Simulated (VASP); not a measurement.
# SnTe (Fm-3m) in VASP: further runs, part 2 of 2

VASP 6.6.1. Earlier steps stand in the parts before.

## Step 3: Vibrations by perturbation theory, PBEsol

INCAR reads:

```
PREC = Accurate ; ENCUT = 520
EDIFF = 1E-8 ; ISMEAR = 0
SIGMA = 0.01 ; LREAL = False
LASPH = True ; NELM = 80
ALGO = Normal ; ISIF = 2
LWAVE = False ; LCHARG = True
GGA = PS ; IBRION = 8
NSW = 1 ; LEPSILON = True
```

KPOINTS reads:

```
Automatic mesh
0
Gamma
  6 6 6
```

POSCAR reads:

```
SnTe
1.0
    0.0000000000      3.1508500000      3.1508500000
    3.1508500000      0.0000000000      3.1508500000
    3.1508500000      3.1508500000      0.0000000000
Te Sn
1 1
Direct
    0.5000000000      0.5000000000      0.5000000000
    0.0000000000      0.0000000000      0.0000000000
```

Potentials or basis: VASP PAW PBE potentials, release 64 (Te, Sn_d).

On the command line:

```sh
$ cat potpaw_PBE.64/Te/POTCAR potpaw_PBE.64/Sn_d/POTCAR > POTCAR
$ mpirun -np 1 vasp_std > vasp.out
```

OUTCAR:

```text
PREC = Accurate
   ENCUT = 520
   EDIFF = 1E-8
   ISMEAR = 0
   LREAL = False
   LASPH = True
   NELM = 80
   ISIF = 2
   GGA = PS
   IBRION = 8
   NSW = 1
   LEPSILON = True

 ion  position               nearest neighbor table
   1  0.500  0.500  0.500-   2 3.15   2 3.15   2 3.15   2 3.15   2 3.15   2 3.15
   2  0.000  0.000  0.000-   1 3.15   1 3.15   1 3.15   1 3.15   1 3.15   1 3.15

  LATTYP: Found a face centered cubic cell.
 ALAT       =     6.3017000000

  Lattice vectors:

 A1 = (   0.0000000000,   3.1508500000,   3.1508500000)
 A2 = (   3.1508500000,   0.0000000000,   3.1508500000)
 A3 = (   3.1508500000,   3.1508500000,   0.0000000000)

Analysis of symmetry for initial positions (statically):
[... 33 lines left out ...]
                                     Primitive cell

  volume of cell :      62.5624

  direct lattice vectors                    reciprocal lattice vectors
     0.000000000  3.150850000  3.150850000    -0.158687338  0.158687338  0.158687338
     3.150850000  0.000000000  3.150850000     0.158687338 -0.158687338  0.158687338
     3.150850000  3.150850000  0.000000000     0.158687338  0.158687338 -0.158687338

  length of vectors
     4.455974803  4.455974803  4.455974803     0.274854533  0.274854533  0.274854533

  position of ions in fractional coordinates (direct lattice)
     0.500000000  0.500000000  0.500000000
     0.000000000  0.000000000  0.000000000

  ion indices of the primitive-cell ions
   primitive index   ion index
                 1           1
                 2           2

----------------------------------------------------------------------------------------
[... 487 lines left out ...]
          XX          YY          ZZ          XY          YZ          ZX
  --------------------------------------------------------------------------------
  x     0.00000     0.00000     0.00000     0.00000     0.00000     0.00000
  y     0.00000     0.00000     0.00000     0.00000     0.00000     0.00000
  z     0.00000     0.00000     0.00000     0.00000     0.00000     0.00000

 BORN EFFECTIVE CHARGES (including local field effects) (in |e|, cummulative output)
 ---------------------------------------------------------------------------------
 ion    1
    1   -13.61800     0.00000     0.00000
    2     0.00000   -13.61800     0.00000
    3     0.00000     0.00000   -13.61800
 ion    2
    1    13.61800     0.00000     0.00000
    2     0.00000    13.61800     0.00000
    3     0.00000     0.00000    13.61800

 INTERNAL STRAIN TENSOR FOR ION    2 for displacements in x,y,z  (eV/Angst):
          X           Y           Z          XY          YZ          ZX
  --------------------------------------------------------------------------------
  x     0.00000     0.00000     0.00000     0.00000     0.00000     0.00000
  y     0.00000     0.00000     0.00000     0.00000     0.00000     0.00000
  z     0.00000     0.00000     0.00000     0.00000     0.00000     0.00000

 SECOND DERIVATIVES (NOT SYMMETRIZED)
 ------------------------------------
               1X          1Y          1Z          2X          2Y          2Z
  1X     0.647694    0.000000    0.000000   -0.647694    0.000000    0.000000
  1Y     0.000000    0.647694    0.000000    0.000000   -0.647694    0.000000
  1Z     0.000000    0.000000    0.647694    0.000000    0.000000   -0.647694
  2X    -0.654729    0.000000    0.000000    0.654729    0.000000    0.000000
  2Y     0.000000   -0.654729    0.000000    0.000000    0.654729    0.000000
  2Z     0.000000    0.000000   -0.654729    0.000000    0.000000    0.654729

 Eigenvectors and eigenvalues of the dynamical matrix
 ----------------------------------------------------

   1 f  =    0.004342 THz     0.027279 2PiTHz    0.144818 cm-1     0.017955 meV
             X         Y         Z           dx          dy          dz
      3.150850  3.150850  3.150850     0.000000   -0.721625    0.000000
      0.000000  0.000000  0.000000     0.000000   -0.692284    0.000000
[... 21 lines left out ...]
   6 f/i=    1.608895 THz    10.108983 2PiTHz   53.666949 cm-1     6.653851 meV
             X         Y         Z           dx          dy          dz
      3.150850  3.150850  3.150850    -0.692284    0.000000    0.000000
      0.000000  0.000000  0.000000     0.721625    0.000000    0.000000

--------------------------------------------------------------------------------------------------------

 MACROSCOPIC STATIC DIELECTRIC TENSOR IONIC CONTRIBUTION
 ------------------------------------------------------
           0.000000     0.000000     0.000000
           0.000000     0.000000     0.000000
           0.000000     0.000000     0.000000
 ------------------------------------------------------

 ELASTIC MODULI CONTR FROM IONIC RELAXATION (kBar)
 Direction    XX          YY          ZZ          XY          YZ          ZX
 --------------------------------------------------------------------------------
 XX           0.0000      0.0000      0.0000      0.0000      0.0000      0.0000
 YY           0.0000      0.0000      0.0000      0.0000      0.0000      0.0000
 ZZ           0.0000      0.0000      0.0000      0.0000      0.0000      0.0000
 XY           0.0000      0.0000      0.0000      0.0000      0.0000      0.0000
 YZ           0.0000      0.0000      0.0000      0.0000      0.0000      0.0000
 ZX           0.0000      0.0000      0.0000      0.0000      0.0000      0.0000
 --------------------------------------------------------------------------------

 PIEZOELECTRIC TENSOR IONIC CONTR  for field in x, y, z        (C/m^2)
          XX          YY          ZZ          XY          YZ          ZX
  --------------------------------------------------------------------------------
  x     0.00000     0.00000     0.00000     0.00000     0.00000     0.00000
  y     0.00000     0.00000     0.00000     0.00000     0.00000     0.00000
  z     0.00000     0.00000     0.00000     0.00000     0.00000     0.00000
```

Wall time 3.1 min (1 thread of Intel Xeon 6975P-C (Granite Rapids), shared host); peak memory 0.29 GiB.

Results:

```
Electronic dielectric tensor (diagonal)                 : 200.99
Born charges (mean of the diagonal)                     : Te -13.62; Sn +13.62 e
Highest phonon frequency at Γ, LO-TO splitting left out : 0 cm⁻¹
Most unstable mode                                      : 54i cm⁻¹
```

Phonon frequencies in cm⁻¹ (negative: imaginary):
```
              q point        frequencies
(0.000, 0.000, 0.000)  -54 -54 -54 0 0 0
```

Electronic dielectric tensor:
```
200.99   0.00   0.00
  0.00 200.99   0.00
  0.00   0.00 200.99
```

Born effective charge tensors (e):
atom 1, Te
```
-13.62   0.00   0.00
  0.00 -13.62   0.00
  0.00   0.00 -13.62
```
atom 2, Sn
```
13.62  0.00  0.00
 0.00 13.62  0.00
 0.00  0.00 13.62
```

Caveat: some modes are imaginary; the PAW data sets were made with another functional, which shifts forces and pressure a little; spin-orbit coupling is left out, which moves the levels of the heavy elements.

## Step 4: Elastic constants, LDA

INCAR reads:

```
  PREC = Accurate
  ENCUT = 600
  EDIFF = 1E-8
  ISMEAR = 0
  SIGMA = 0.01
  LREAL = F
  LASPH = T
  NELM = 60
  ALGO = Normal
  ISIF = 3
  LWAVE = F
  LCHARG = F
  NBANDS = 17
  IBRION = 6
  NFREE = 2
  POTIM = 0.015
  NSW = 1
```

KPOINTS is that of step 3.

POSCAR is that of step 3.

Potentials or basis: VASP PAW LDA potentials, release 64 (Te, Sn_d).

On the command line:

```sh
$ cat potpaw_LDA.64/Te/POTCAR potpaw_LDA.64/Sn_d/POTCAR > POTCAR
$ mpirun -np 1 vasp_std > vasp.out
```

OUTCAR:

```text
PREC = Accurate
   ENCUT = 600
   EDIFF = 1E-8
   ISMEAR = 0
   LREAL = F
   LASPH = T
   NELM = 60
   ISIF = 3
   IBRION = 6
   NFREE = 2
   POTIM = 0.015
   NSW = 1

 ion  position               nearest neighbor table
   1  0.500  0.500  0.500-   2 3.15   2 3.15   2 3.15   2 3.15   2 3.15   2 3.15
   2  0.000  0.000  0.000-   1 3.15   1 3.15   1 3.15   1 3.15   1 3.15   1 3.15

  LATTYP: Found a face centered cubic cell.
 ALAT       =     6.3017000000

  Lattice vectors:

 A1 = (   0.0000000000,   3.1508500000,   3.1508500000)
 A2 = (   3.1508500000,   0.0000000000,   3.1508500000)
 A3 = (   3.1508500000,   3.1508500000,   0.0000000000)

Analysis of symmetry for initial positions (statically):
[... 33 lines left out ...]
                                     Primitive cell

  volume of cell :      62.5624

  direct lattice vectors                    reciprocal lattice vectors
     0.000000000  3.150850000  3.150850000    -0.158687338  0.158687338  0.158687338
     3.150850000  0.000000000  3.150850000     0.158687338 -0.158687338  0.158687338
     3.150850000  3.150850000  0.000000000     0.158687338  0.158687338 -0.158687338

  length of vectors
     4.455974803  4.455974803  4.455974803     0.274854533  0.274854533  0.274854533

  position of ions in fractional coordinates (direct lattice)
     0.500000000  0.500000000  0.500000000
     0.000000000  0.000000000  0.000000000

  ion indices of the primitive-cell ions
   primitive index   ion index
                 1           1
                 2           2

[... 798 lines left out ...]
  Total       -0.5794141     -0.5812707     -0.5812707      0.0000000      0.0000000      0.0000000
  in kB      -14.8383799    -14.8859260    -14.8859260      0.0000000      0.0000000      0.0000000
  external PRESSURE =     -14.8700773 kB  Pullay stress =       0.0000000 kB
[... 17 lines left out ...]
  FREE ENERGIE OF THE ION-ELECTRON SYSTEM (eV)
  ---------------------------------------------------
  free  energy   TOTEN  =        -8.8254516957 eV

  energy  without entropy=       -8.8254516957  energy(sigma->0) =       -8.82545170

 INTERNAL STRAIN TENSORS FROM STRAINED CELLS
 ============================================

 INTERNAL STRAIN TENSOR FOR ION    1 for displacements in x,y,z  (eV/Angst):
          X           Y           Z          XY          YZ          ZX
  --------------------------------------------------------------------------------
  x     0.00000    -0.00000     0.00000     0.00000    -0.00000     0.00000
  y    -0.00000     0.00000     0.00000    -0.00000     0.00000     0.00000
  z     0.00000     0.00000    -0.00000    -0.00000     0.00000    -0.00000

 INTERNAL STRAIN TENSORS FROM DISPLACED ATOMS
 ============================================

 INTERNAL STRAIN TENSOR FOR ION    1 for displacements in x,y,z  (eV/Angst):
          X           Y           Z          XY          YZ          ZX
  --------------------------------------------------------------------------------
  x     0.00000     0.00000     0.00000     0.00000     0.00000     0.00000
  y     0.00000     0.00000     0.00000     0.00000     0.00000     0.00000
  z     0.00000     0.00000     0.00000     0.00000     0.00000     0.00000

 INTERNAL STRAIN TENSOR FOR ION    2 for displacements in x,y,z  (eV/Angst):
          X           Y           Z          XY          YZ          ZX
  --------------------------------------------------------------------------------
  x     0.00000     0.00000     0.00000     0.00000     0.00000     0.00000
  y     0.00000     0.00000     0.00000     0.00000     0.00000     0.00000
  z     0.00000     0.00000     0.00000     0.00000     0.00000     0.00000

 Eigenvectors and eigenvalues of the dynamical matrix
 ----------------------------------------------------

   1 f  =    0.000647 THz     0.004065 2PiTHz    0.021581 cm-1     0.002676 meV
             X         Y         Z           dx          dy          dz
      3.150850  3.150850  3.150850    -0.712694   -0.096194   -0.023198
      0.000000  0.000000  0.000000    -0.687862   -0.092842   -0.022390
[... 21 lines left out ...]
   6 f/i=    2.008003 THz    12.616656 2PiTHz   66.979777 cm-1     8.304430 meV
             X         Y         Z           dx          dy          dz
      3.150850  3.150850  3.150850    -0.332114    0.599708    0.111025
      0.000000  0.000000  0.000000     0.344103   -0.621357   -0.115033

--------------------------------------------------------------------------------------------------------

 ELASTIC MODULI CONTR FROM IONIC RELAXATION (kBar)
 Direction    XX          YY          ZZ          XY          YZ          ZX
 --------------------------------------------------------------------------------
 XX           0.0000      0.0000      0.0000      0.0000      0.0000      0.0000
 YY           0.0000      0.0000      0.0000      0.0000      0.0000      0.0000
 ZZ           0.0000      0.0000      0.0000      0.0000      0.0000      0.0000
 XY           0.0000      0.0000      0.0000      0.0000      0.0000      0.0000
 YZ           0.0000      0.0000      0.0000      0.0000      0.0000      0.0000
 ZX           0.0000      0.0000      0.0000      0.0000      0.0000      0.0000
 --------------------------------------------------------------------------------

 TOTAL ELASTIC MODULI (kBar)
 Direction    XX          YY          ZZ          XY          YZ          ZX
 --------------------------------------------------------------------------------
 XX        1210.6415    103.1031    103.1031     -0.0000      0.0000      0.0000
 YY         103.1031   1210.6415    103.1031      0.0000      0.0000      0.0000
 ZZ         103.1031    103.1031   1210.6415      0.0000      0.0000      0.0000
 XY          -0.0000      0.0000      0.0000    139.5408      0.0000      0.0000
 YZ           0.0000      0.0000      0.0000      0.0000    139.5408      0.0000
 ZX           0.0000      0.0000      0.0000      0.0000      0.0000    139.5408
 --------------------------------------------------------------------------------
```

stdout:

```text
POSCAR found type information on POSCAR TeSn
 POSCAR found :  2 types and       2 ions
 scaLAPACK will be used
 LDA part: xc-table for (Slater(with rela. corr.)+CA(PZ))
 , standard interpolation
 POSCAR, INCAR and KPOINTS ok, starting setup
 FFT: planning ... GRIDC
 FFT: planning ... GRID_SOFT
 FFT: planning ... GRID
 WAVECAR not read
 entering main loop
 Found     2 degrees of freedom:
 Adding 6 more for cell shape distortion
 Finite differences POTIM= 0.01500 DOF=   8
 bond charge predicted
 Finite differences progress:
 bond charge predicted
 Finite differences progress:
 bond charge predicted
 Finite differences progress:
 bond charge predicted
 Finite differences progress:
 bond charge predicted
 Finite differences progress:
 bond charge predicted
 Finite differences progress:
 bond charge predicted
 Finite differences progress:
 bond charge predicted
 Finite differences progress:
 bond charge predicted
 Finite differences progress:
 bond charge predicted
 Finite differences progress:
 bond charge predicted
 Finite differences progress:
 bond charge predicted
 Finite differences progress:
 bond charge predicted
 Finite differences progress:
 bond charge predicted
 Finite differences progress:
 bond charge predicted
 Finite differences progress:
 bond charge predicted
 Finite differences progress:
```

Run time: 9.1 min. Hardware: 1 thread of Intel Xeon 6975P-C, shared host; peak memory 0.31 GiB.

Results:

```
Elastic constants C11, C12, C44                         : 121, 10, 14 GPa
Voigt bulk modulus                                      : 47 GPa
Highest phonon frequency at Γ, LO-TO splitting left out : 0 cm⁻¹
Most unstable mode                                      : 67i cm⁻¹
```

Phonon frequencies in cm⁻¹ (negative: imaginary):
```
              q point        frequencies
(0.000, 0.000, 0.000)  -67 -67 -67 0 0 0
```

Elastic tensor in Voigt notation (GPa, in the Cartesian axes of the cell as first typed):
```
121  10  10   0   0   0
 10 121  10   0   0   0
 10  10 121   0   0   0
  0   0   0  14   0   0
  0   0   0   0  14   0
  0   0   0   0   0  14
```

Clamped-ion elastic tensor (GPa):
```
121  10  10   0   0   0
 10 121  10   0   0   0
 10  10 121   0   0   0
  0   0   0  14   0   0
  0   0   0   0  14   0
  0   0   0   0   0  14
```

Caveat: the cell is under stress, which shifts elastic constants; some modes are imaginary; spin-orbit coupling is left out, which moves the levels of the heavy elements.
